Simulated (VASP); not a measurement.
WS:

```xyz
2
Lattice="0.0000 2.5356 2.5356 2.5356 0.0000 2.5356 2.5356 2.5356 0.0000" Properties=species:S:1:pos:R:3 pbc="T T T"
W     0.0000    0.0000    0.0000
S     1.2678    1.2678    1.2678
```

| Quantity | Value |
| --- | --- |
| Program | VASP 6.6.1 |
| Task | relaxation of cell and atoms |
| Functional | r2SCAN |
| Potentials or basis | VASP PAW PBE potentials, release 64 (W_sv, S) |
| Cutoff | 600 eV |
| k mesh | 6 × 6 × 6 |
| Occupations | gaussian, width 0.1 eV |
| Spin | collinear spin |
| Starting moments | [0.87, 0.0] μB |
| Hubbard terms | W d U = 6.2 eV |

At the start: pressure 49.1 GPa; volume 16.30 Å³/atom.

How do energy, volume and symmetry change on relaxing?

Over 6 steps the energy falls by 543.0 meV/atom and the volume is 20.74 Å³/atom (+27.2 %); space group F-43m (No. 216, to 0.1 Å) before and after; moment 1.46 μB per cell.

The path:
| step | energy change (eV) | largest force (eV/Å) | pressure (GPa) | volume (Å³) |
| --- | --- | --- | --- | --- |
| 1 | 0.0000 | 0.0000 | 49.07 | 32.61 |
| 2 | -0.6531 | 0.0000 | -9.28 | 62.30 |
| 3 | -0.9646 | 0.0000 | -8.77 | 45.35 |
| 4 | -1.0739 | 0.0000 | -3.23 | 42.59 |
| 5 | -1.0857 | 0.0000 | 0.44 | 41.29 |
| 6 | -1.0859 | 0.0000 | -0.13 | 41.47 |

Final structure:
```
W S
1.0
     0.00000    2.74733    2.74733
     2.74733    0.00000    2.74733
     2.74733    2.74733    0.00000
W S
1 1
Direct
  0.00000 0.00000 0.00000
  0.25000 0.25000 0.25000
```

Caveat: the electronic state changed during the relaxation; the volume moved by over 15 % at a fixed basis, so the end points are rough; the PAW data sets were made with another functional, which shifts forces and pressure a little.
